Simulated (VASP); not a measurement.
# HF in VASP: a series of runs

Runs on HF. Level: PBEsol. Tasks: single point.

All numbers are computed with VASP 6.6.1; they aren't measurements. Logs are shortened: lines on timing, memory, paths and dates and some standing lists are left out, and cuts for length are marked.

### 1 The cell of the first run

The cell holds an amorphous packing of atoms, 12 atoms: a = 5.465 Å, b = 5.465 Å, c = 5.465 Å, α = 90.00°, β = 90.00°, γ = 90.00°.

### 2 Single point, PBEsol

Contents of INCAR:

```
PREC = Accurate ; ENCUT = 520
EDIFF = 1E-6 ; ISMEAR = -1
SIGMA = 0.02 ; LREAL = F
LASPH = T ; NELM = 60
ALGO = Normal ; ISIF = 2
LWAVE = F ; LCHARG = F
GGA = PS ; NBANDS = 36
```

Contents of KPOINTS:

```
Automatic mesh
0
Gamma
  1 1 1
```

Contents of POSCAR:

```
HF
1.0
    5.4647890000      0.0000000000      0.0000000000
    0.0000000000      5.4647890000      0.0000000000
    0.0000000000      0.0000000000      5.4647890000
F H
6 6
Direct
    0.0376043796      0.0017749999      1.0501960826
    0.4897352853      0.7081883674      0.6312595052
    0.7591692927      0.2218017933      0.7971213527
    0.8159692899      0.9845576837      0.4234564226
    0.0983203560      0.4560651839      0.4576022972
    0.6699618229      0.4526798747      0.1975007635
   -0.0577515436      0.1163631386      0.9396154179
    0.6119357948      0.7379790876      0.5101569338
    0.8106991871      0.1776280841      0.6227138870
    0.9314723771      1.0002216005      0.2714285950
    0.2476399363      0.5422533240      0.4940904397
    0.7379241907      0.4854533267      0.0387755136
```

Potentials or basis: VASP PAW PBE potentials, release 64 (F, H).

Run with:

```bash
$ cat potpaw_PBE.64/F/POTCAR potpaw_PBE.64/H/POTCAR > POTCAR
$ mpirun -np 1 vasp_gam > vasp.out
```

OUTCAR:

```text
PREC = Accurate
   ENCUT = 520
   EDIFF = 1E-6
   ISMEAR = -1
   LREAL = F
   LASPH = T
   NELM = 60
   ISIF = 2
   GGA = PS

 ion  position               nearest neighbor table
   1  0.038  0.002  0.050-   7 1.01  10 1.34
   2  0.490  0.708  0.631-   8 0.95
   3  0.759  0.222  0.797-   9 1.02   7 1.39
   4  0.816  0.985  0.423-  10 1.05
   5  0.098  0.456  0.458-  11 0.96
   6  0.670  0.453  0.198-  12 0.96
   7  0.942  0.116  0.940-   1 1.01   3 1.39
   8  0.612  0.738  0.510-   2 0.95
   9  0.811  0.178  0.623-   3 1.02
  10  0.931  0.000  0.271-   4 1.05   1 1.34
  11  0.248  0.542  0.494-   5 0.96
  12  0.738  0.485  0.039-   6 0.96

  LATTYP: Found a simple cubic cell.
 ALAT       =     5.4647890000

  Lattice vectors:

 A1 = (   5.4647890000,   0.0000000000,   0.0000000000)
 A2 = (   0.0000000000,   5.4647890000,   0.0000000000)
 A3 = (   0.0000000000,   0.0000000000,   5.4647890000)

Analysis of symmetry for initial positions (statically):
=====================================================================
 Subroutine PRICEL returns:
 Original cell was already a primitive cell.

 Routine SETGRP: Setting up the symmetry group for a
 simple cubic supercell.

 Subroutine GETGRP returns: Found  1 space group operations
 (whereof  1 operations were pure point group operations)
 out of a pool of 48 trial point group operations.

The static configuration has the point symmetry C_1 .

Analysis of symmetry for dynamics (positions and initial velocities):
=====================================================================
 Subroutine PRICEL returns:
 Original cell was already a primitive cell.

 Routine SETGRP: Setting up the symmetry group for a
 simple cubic supercell.

 Subroutine GETGRP returns: Found  1 space group operations
 (whereof  1 operations were pure point group operations)
 out of a pool of 48 trial point group operations.

The dynamic configuration has the point symmetry C_1 .

 Subroutine INISYM returns: Found  1 space group operations
 (whereof  1 operations are pure point group operations),
 and found     1 'primitive' translations

[... 96 lines left out ...]
   ISIF   =      2    stress and relaxation
   ISYM   =      2    0-nonsym 1-usesym 2-fastsym
   POTIM  = 0.5000    time-step for ionic-motion
   TEBEG  =    0.0;   TEEND  =   0.0 temperature during run
   PSTRESS=    0.0 pullay stress
   NELECT =      48.0000    total number of electrons
   NUPDOWN=      -1.0000    fix difference up-down
   EMIN   =  10.00;   EMAX   =-10.00  energy-range for DOS
   EFERMI =   0.00;   METHOD = LEGACY
   ISMEAR =    -1;   SIGMA  =   0.02  broadening in eV -4-tet -1-fermi 0-gaus
   EFERMI_NEDOS =   21; number of points for ismear=-14 and -15
   IALGO  =     38    algorithm
   IMIX   =      4    mixing-type and parameters
     AMIX     =   0.40;   BMIX     =  1.00
     AMIX_MAG =   1.60;   BMIX_MAG =  1.00
  volume/ion in A,a.u.               =      13.60        91.78
  Fermi-wavevector in a.u.,A,eV,Ry     =   1.088717  2.057378 16.127063  1.185306
  Thomas-Fermi vector in A             =   2.224905
   LORBIT       =      0    0 simple, 1 ext, 2 COOP (PROOUT), +10 PAW based schemes
   GGA     = PS    functional components
   LHFCALC =     F    Hartree Fock is set to
   AEXX    =    0.0000 exact exchange contribution
   IVDW    =     0    specifies the selected vdW correction
   LEPSILON=     F    determine dielectric tensor
   LRPA    =     F    only Hartree local field effects (RPA)
 non-spin polarized calculation
  energy-cutoff  :      520.00
  volume of cell :      163.20
 maximum number of plane-waves:      2193
 NGX is ok and might be reduce to    42
   NGX = 21   NGY = 21   NGZ = 21

 number of electron      47.9999998 magnetization

 Free energy of the ion-electron system (eV)
  ---------------------------------------------------
  ext. energy  EPLUGINS =         0.00000000
  ---------------------------------------------------
  free energy    TOTEN  =       -49.76020837 eV

  energy without entropy =      -49.76020837  energy(sigma->0) =      -49.76020837

 E-fermi :  -5.6931     XC(G=0):  -6.2825

 val. band max:       -6.1943389660   @ k =   0.0000   0.0000   0.0000
 cond. band min:       0.6018769331   @ k =   0.0000   0.0000   0.0000
 fundamental gap:      6.7962158991
 Fermi energy:        -5.6930706081

 k-point     1 :       0.0000    0.0000    0.0000
  band No.  band energies     occupation
      1     -28.3845      2.00000
      2     -27.4825      2.00000
      3     -27.3437      2.00000
      4     -26.9158      2.00000
      5     -26.7945      2.00000
      6     -26.3844      2.00000
[... 28 lines left out ...]
     35       8.5272      0.00000
     36       9.2529      0.00000

------------------------ aborting loop because EDIFF is reached ----------------------------------------

  FORCE on cell =-STRESS in cart. coord.  units (eV):
  Direction    XX          YY          ZZ          XY          YZ          ZX
  --------------------------------------------------------------------------------------
  -------------------------------------------------------------------------------------
  Total       -1.1391006     -0.8295434     -2.2107635     -0.6080947     -0.4337455      0.7603282
  in kB      -11.1828496     -8.1438455    -21.7036448     -5.9698247     -4.2581932      7.4643411
  external PRESSURE =     -13.6767800 kB  Pullay stress =       0.0000000 kB

 VOLUME and BASIS-vectors are now :
 -----------------------------------------------------------------------------
  energy-cutoff  :      520.00
  volume of cell :      163.20
      direct lattice vectors                 reciprocal lattice vectors
     5.464789000  0.000000000  0.000000000     0.182989682  0.000000000  0.000000000
     0.000000000  5.464789000  0.000000000     0.000000000  0.182989682  0.000000000
     0.000000000  0.000000000  5.464789000     0.000000000  0.000000000  0.182989682

 POSITION                                       TOTAL-FORCE (eV/Angst)
 -----------------------------------------------------------------------------------
      0.20550      0.00970      0.27431         0.115947      0.272554      0.121055
      2.67630      3.87010      3.44970        -0.322907     -0.326254     -0.121320
      4.14870      1.21210      4.35610         0.739675      0.020676     -1.015131
      4.45910      5.38040      2.31410         0.541849      0.265513     -0.187722
      0.53730      2.49230      2.50070         0.430763      0.201398      0.095263
      3.66120      2.47380      1.07930         0.201841      0.393746     -0.594094
      5.14919      0.63590      5.13480        -0.214297     -0.427372      0.217117
      3.34410      4.03290      2.78790         0.208608      0.208660     -0.104873
      4.43030      0.97070      3.40300        -0.508145     -0.208569      0.536241
      5.09030      0.00121      1.48330        -0.549281     -0.082857      0.232779
      1.35330      2.96330      2.70010        -0.161281     -0.123422      0.161304
      4.03260      2.65290      0.21190        -0.482771     -0.194074      0.659380
 -----------------------------------------------------------------------------------
    total drift:                                0.000703      0.000482     -0.000021

  FREE ENERGIE OF THE ION-ELECTRON SYSTEM (eV)
  ---------------------------------------------------
  free  energy   TOTEN  =       -49.7602083748 eV

  energy  without entropy=      -49.7602083748  energy(sigma->0) =      -49.76020837
```

OSZICAR:

```text
N       E                     dE             d eps       ncg     rms          rms(c)
DAV:   1     0.404416310750E+03    0.40442E+03   -0.27381E+04    72   0.123E+03
DAV:   2    -0.254155215830E+02   -0.42983E+03   -0.41737E+03    92   0.333E+02
DAV:   3    -0.521768403395E+02   -0.26761E+02   -0.26592E+02    84   0.830E+01
DAV:   4    -0.524698463988E+02   -0.29301E+00   -0.29257E+00    88   0.990E+00
DAV:   5    -0.524723651752E+02   -0.25188E-02   -0.25181E-02    80   0.900E-01    0.111E+01
DAV:   6    -0.497959192413E+02    0.26764E+01   -0.81324E+00    80   0.170E+01    0.474E+00
DAV:   7    -0.497484609743E+02    0.47458E-01   -0.27795E-01    80   0.320E+00    0.277E+00
DAV:   8    -0.497564568691E+02   -0.79959E-02   -0.62527E-02    88   0.220E+00    0.271E-01
DAV:   9    -0.497587423180E+02   -0.22854E-02   -0.11377E-02    80   0.663E-01    0.171E-01
DAV:  10    -0.497600168669E+02   -0.12745E-02   -0.10818E-03    80   0.232E-01    0.733E-02
DAV:  11    -0.497601790840E+02   -0.16222E-03   -0.22838E-04    88   0.118E-01    0.200E-02
DAV:  12    -0.497602048442E+02   -0.25760E-04   -0.40534E-05    80   0.406E-02    0.109E-02
DAV:  13    -0.497602081365E+02   -0.32924E-05   -0.66507E-06    88   0.272E-02    0.438E-03
DAV:  14    -0.497602083748E+02   -0.23829E-06   -0.14711E-06    64   0.970E-03
   1 F= -.49760208E+02 E0= -.49760208E+02  d E =-.136205E-10
```

stdout:

```text
POSCAR found type information on POSCAR F H
 POSCAR found :  2 types and      12 ions
 scaLAPACK will be used
 -----------------------------------------------------------------------------
|                                                                             |
|                                                                             |
|     You enforced a specific xc type in the INCAR file but a different       |
|     I HOPE YOU KNOW WHAT YOU ARE DOING!                                     |
|                                                                             |
 -----------------------------------------------------------------------------

 LDA part: xc-table for (Slater+PW92), standard interpolation
 POSCAR, INCAR and KPOINTS ok, starting setup
 FFT: planning ... GRIDC
 FFT: planning ... GRID_SOFT
 FFT: planning ... GRID
 WAVECAR not read
 entering main loop
```

Wall time 9.4 s (1 thread of AMD EPYC 9R45 (Zen 5), shared host); peak memory 0.19 GiB.

Results:

```
Free energy            : -49.7602 eV
Pressure               : -1.4 GPa
Largest force          : 1.256 eV/Å
Band gap on the k mesh : 6.80 eV
```

Forces in eV/Å, atoms in the order of the input:
```
F    0.116  0.273  0.121
F   -0.323 -0.326 -0.121
F    0.740  0.021 -1.015
F    0.542  0.266 -0.188
F    0.431  0.201  0.095
F    0.202  0.394 -0.594
H   -0.214 -0.427  0.217
H    0.209  0.209 -0.105
H   -0.508 -0.209  0.536
H   -0.549 -0.083  0.233
H   -0.161 -0.123  0.161
H   -0.483 -0.194  0.659
```

Levels at points of the mesh, in eV from the valence-band top:
```
           k point  band 20  band 21  band 22  band 23  band 24  band 25  band 26  band 27  band 28  band 29
(0.00, 0.00, 0.00)    -0.77    -0.51    -0.35    -0.13     0.00     6.80    10.71    11.33    11.69    12.04
```

Caveat: the k points lie up to 1.15 Å⁻¹ apart; the PAW data sets were made with another functional, which shifts forces and pressure a little.

### 3 Single point, PBEsol

Contents of INCAR:

```
SYSTEM = HF
PREC = Accurate
ENCUT = 520
EDIFF = 1E-6
ISMEAR = -1
SIGMA = 0.02
LREAL = .FALSE.
LASPH = .TRUE.
NELM = 100
ALGO = Normal
ISIF = 2
LWAVE = .FALSE.
LCHARG = .FALSE.
GGA = PS
NBANDS = 36
```

Contents of KPOINTS:

```
Automatic mesh
0
G
  1 1 1
  0 0 0
```

Contents of POSCAR:

```
HF
1.0
    5.4647890000      0.0000000000      0.0000000000
    0.0000000000      5.4647890000      0.0000000000
    0.0000000000      0.0000000000      5.4647890000
F H
6 6
Direct
    0.0122969066      0.0552994818      1.0846347407
    0.4868440483      0.6704009981      0.6266115673
    0.7561133650      0.2036675158      0.7884293428
    0.8032332081      0.9340525316      0.4261646699
    0.1348633955      0.4635311629      0.4249935359
    0.6934576980      0.4234381236      0.2383074626
   -0.1194922622      0.1120079842      0.9616656746
    0.5928499710      0.6555239370      0.4780239457
    0.8032698060      0.1370409727      0.6350290926
    0.9064027907      0.9738344884      0.2682994714
    0.2520682866      0.5572401789      0.5249242011
    0.5274128608      0.3816066823      0.2162755049
```

Potentials or basis: VASP PAW PBE potentials, release 64 (F, H).

Run with:

```bash
$ cat potpaw_PBE.64/F/POTCAR potpaw_PBE.64/H/POTCAR > POTCAR
$ mpirun -np 1 vasp_gam > vasp.out
```

Wall time 10 s (1 thread of AMD EPYC 9R45 (Zen 5), shared host); peak memory 0.19 GiB.

The run converged. Its results:

```yaml
Free_energy: -49.5966 eV
Pressure: 0.5 GPa
Largest_force: 2.054 eV/Å
Band_gap_on_the_k_mesh: 6.64 eV
```

Forces in eV/Å, atoms in the order of the input:
```
F    0.358 -0.265 -0.252
F    0.474 -0.304 -1.248
F   -0.733  0.874  0.922
F    0.193  0.159  0.167
F    0.641  0.301  0.416
F   -0.407  0.306  0.134
H    0.550  0.130  0.055
H   -0.362  0.334  1.354
H    0.194 -1.132 -1.703
H   -0.282  0.099  0.571
H   -0.365 -0.363 -0.281
H   -0.260 -0.137 -0.135
```

Stress tensor (GPa, compression positive):
```
 0.06 -0.33  0.61
-0.33  0.16 -0.67
 0.61 -0.67  1.16
```

Levels at points of the mesh, in eV from the valence-band top:
| k point | band 20 | band 21 | band 22 | band 23 | band 24 | band 25 | band 26 | band 27 | band 28 | band 29 |
| --- | --- | --- | --- | --- | --- | --- | --- | --- | --- | --- |
| (0.00, 0.00, 0.00) | -0.97 | -0.70 | -0.58 | -0.13 | 0.00 | 6.64 | 10.38 | 11.04 | 11.62 | 11.88 |

Caveat: the k points lie up to 1.15 Å⁻¹ apart; the PAW data sets were made with another functional, which shifts forces and pressure a little.

### 4 Single point, PBEsol

Contents of INCAR:

```
SYSTEM = HF
PREC = Accurate
ENCUT = 520
EDIFF = 1E-6
ISMEAR = -1
SIGMA = 0.02
LREAL = .False.
LASPH = .True.
NELM = 60
ALGO = Normal
ISIF = 2
LWAVE = .False.
LCHARG = .False.
GGA = PS
NBANDS = 36
```

Contents of KPOINTS:

```
regular mesh
0
Gamma
  1 1 1
  0 0 0
```

Contents of POSCAR:

```
HF
1.0
    5.4647890000      0.0000000000      0.0000000000
    0.0000000000      5.4647890000      0.0000000000
    0.0000000000      0.0000000000      5.4647890000
F H
6 6
Direct
    0.0294064419      0.0562693271      1.0577169585
    0.5132860573      0.6915729043      0.6601535759
    0.7416571802      0.2470177714      0.7687945500
    0.8365190312      0.9222313981      0.4188450826
    0.2206489583      0.4719486882      0.3980208568
    0.5937832183      0.4310321954      0.2216188036
   -0.1011749950      0.1285685504      0.9537239224
    0.5958693007      0.7559303754      0.5085283256
    0.7492329530      0.1091167472      0.6534744525
    0.9325154183      0.9934509823      0.2780345225
    0.3116131291      0.5641022920      0.5032948207
    0.4194489485      0.4228708556      0.2496528228
```

Run with:

```bash
$ cat potpaw_PBE.64/F/POTCAR potpaw_PBE.64/H/POTCAR > POTCAR
$ mpirun -np 1 vasp_gam > vasp.out
```

Wall time 11 s (1 thread of AMD EPYC 9R45 (Zen 5), shared host); peak memory 0.19 GiB.

Results (log left out):

| Quantity | Value |
| --- | --- |
| Free energy | -49.5315 eV |
| Pressure | 1.1 GPa |
| Largest force | 3.839 eV/Å |
| Band gap on the k mesh | 6.45 eV |

Forces in eV/Å, atoms in the order of the input:
```
F    0.040  0.024  0.141
F    0.299  0.848 -1.685
F    0.302 -1.274 -0.151
F   -0.320  0.123  0.813
F   -2.956 -1.737 -1.727
F    1.044 -0.100 -0.572
H   -0.050  0.493 -0.103
H   -0.059 -0.643  1.399
H    0.113  0.726 -0.200
H   -0.232 -0.102 -0.433
H    1.770  1.771  2.612
H    0.050 -0.129 -0.095
```

Stress tensor (GPa, compression positive):
```
2.65 0.90 0.63
0.90 0.14 1.42
0.63 1.42 0.60
```

Levels at points of the mesh, in eV from the valence-band top:
```
           k point  band 21  band 22  band 23  band 24  band 25  band 26  band 27  band 28
(0.00, 0.00, 0.00)    -1.42    -1.16    -0.15     0.00     6.45    10.49    10.80    11.65
```

Caveat: the k points lie up to 1.15 Å⁻¹ apart; the PAW data sets were made with another functional, which shifts forces and pressure a little.

### 5 Single point, PBEsol

INCAR, as its differences from that of step 4:

```diff
@@ -3,3 +3,3 @@
 ENCUT = 520
-EDIFF = 1E-6
+EDIFF = 1E-7
 ISMEAR = -1
@@ -8,3 +8,3 @@
 LASPH = .True.
-NELM = 60
+NELM = 100
 ALGO = Normal
```

Contents of KPOINTS:

```
Automatic mesh
0
Gamma
  1 1 1
  0 0 0
```

Contents of POSCAR:

```
HF
1.0
    5.4647890000      0.0000000000      0.0000000000
    0.0000000000      5.4647890000      0.0000000000
    0.0000000000      0.0000000000      5.4647890000
F H
6 6
Direct
   -0.0105951026      0.0816865939      1.0796574214
    0.4968901819      0.7397723865      0.6082577022
    0.7753089827      0.2268340095      0.7508981591
    0.8462540823      0.9512352627      0.4435669886
    0.2032283406      0.4680693070      0.4282873502
    0.6068486816      0.4122574540      0.1404811787
   -0.1220724167      0.1511311782      0.9301731503
    0.6463561539      0.7943399096      0.5424912105
    0.8371777941      0.1408654570      0.5964365687
    0.9058355227      1.0076509816      0.2503847816
    0.3217873554      0.5786133737      0.5014283260
    0.4406208547      0.4157525570      0.2035394230
```

Run with:

```bash
$ cat potpaw_PBE.64/F/POTCAR potpaw_PBE.64/H/POTCAR > POTCAR
$ mpirun -np 1 vasp_gam > vasp.out
```

It took 10 s on 1 thread of AMD EPYC 9R45 (Zen 5), shared host; peak memory 0.19 GiB.

The run converged. Its results:

| Quantity | Value |
| --- | --- |
| Free energy | -50.0565 eV |
| Pressure | 1.4 GPa |
| Largest force | 1.867 eV/Å |
| Band gap on the k mesh | 7.21 eV |

Forces in eV/Å, atoms in the order of the input:
```
F    0.487 -0.030 -0.435
F   -1.470 -0.506  1.035
F    0.094  0.508 -0.018
F    0.200 -0.060 -0.100
F    0.000 -0.393 -0.569
F   -0.900  0.084  0.471
H   -0.073  0.101  0.039
H    1.380  0.593 -0.927
H   -0.289 -0.503  0.030
H   -0.103  0.042  0.293
H    0.156  0.216  0.255
H    0.518 -0.052 -0.073
```

Stress tensor (GPa, compression positive):
```
 0.85  0.71 -0.26
 0.71  1.05  0.60
-0.26  0.60  2.18
```

Levels at points of the mesh, in eV from the valence-band top:
```
           k point  band 20  band 21  band 22  band 23  band 24  band 25  band 26  band 27  band 28  band 29
(0.00, 0.00, 0.00)    -1.07    -0.48    -0.32    -0.06     0.00     7.21    11.41    12.02    12.11    12.33
```

Caveat: the k points lie up to 1.15 Å⁻¹ apart; the PAW data sets were made with another functional, which shifts forces and pressure a little.

(Continued in part 2 of 2.)
